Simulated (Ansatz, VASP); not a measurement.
Two plane-wave programs on TaN

File POSCAR:

```
TaN
1.0
    0.0000000000      2.1760600867      2.1760600867
    2.1760600867      0.0000000000      2.1760600867
    2.1760600867      2.1760600867      0.0000000000
Ta N
1 1
Direct
    0.5000000000      0.5000000000      0.5000000000
    0.0000000000      0.0000000000      0.0000000000
```

The input INCAR.step1:

```
PREC     = Accurate       # precision mode
ENCUT    = 660            # plane-wave cutoff, eV
ISMEAR   = 0              # smearing method
SIGMA    = 0.1            # smearing width, eV
LREAL    = False          # projectors in reciprocal space
LASPH    = True           # aspherical terms in the spheres
NELM     = 120            # most SCF steps
NBANDS   = 16             # bands
GGA      = PE             # functional
ALGO     = Normal         # electronic algorithm
EDIFF    = 1E-5           # SCF threshold, eV
LWAVE    = True           # write WAVECAR
LCHARG   = False          # write CHGCAR
GGA_COMPAT= False
```

File INCAR.step2:

```
PREC     = Accurate       # precision mode
ENCUT    = 660            # plane-wave cutoff, eV
EDIFF    = 1E-6           # SCF threshold, eV
ISMEAR   = 0              # smearing method
SIGMA    = 0.1            # smearing width, eV
LREAL    = False          # projectors in reciprocal space
LASPH    = True           # aspherical terms in the spheres
NELM     = 120            # most SCF steps
ALGO     = Normal         # electronic algorithm
ISIF     = 2              # what is computed and relaxed
LWAVE    = False          # write WAVECAR
LCHARG   = True           # write CHGCAR
METAGGA  = R2SCAN         # meta-GGA
LMIXTAU  = True         
LELF     = True           # ELF
LVHAR    = True         
NBANDS   = 16             # bands
ISTART   = 1            
GGA_COMPAT= False
```

Contents of KPOINTS:

```
Automatic mesh
0
Gamma
  16 16 16
```

Input for Ansatz:

```yaml
crystal:
  lattice:
    - [0.0, 2.1760600867, 2.1760600867]
    - [2.1760600867, 0.0, 2.1760600867]
    - [2.1760600867, 2.1760600867, 0.0]
  atoms:
    - { symbol: Ta, position: [0.5, 0.5, 0.5] }
    - { symbol: "N", position: [0.0, 0.0, 0.0] }
basis:
  ecutwfc: 500
kpoints:
  mp_grid: { grid: [16, 16, 16] }
hamiltonian:
  xc: r2scan
scf:
  occupations: { method: gaussian, width: 0.1 }
output:
  forces: true
  stress: true
  eigenvalues: true
  write_density: true
  write_potential: true
  elf: true
  volumetric_format: npy
```

Alike in both runs: task single point; functional r2SCAN; k mesh 16 × 16 × 16; occupations gaussian, width 0.1 eV; no spin polarisation.

|  | VASP | Ansatz |
| --- | --- | --- |
| version | VASP 6.6.1 | Ansatz 0.2.0 |
| potentials or method | VASP PAW PBE potentials, release 64 (Ta_sv_GW, N), cutoff 660 eV | scalar-relativistic, plane waves, PAW |
| valence electrons in the cell | 18 | 18 |

|  | VASP | Ansatz | Ansatz less VASP |
| --- | --- | --- | --- |
| gap on the k mesh at the Fermi level (eV) | none | none | - |
| pressure (GPa) | 11.5 | 11.4 | -0.01 |

VASP's potentials were made for PBE, not for r2SCAN. A gap of «none» marks a metal or a gap that the smearing closes.

Spin-orbit coupling is off throughout.
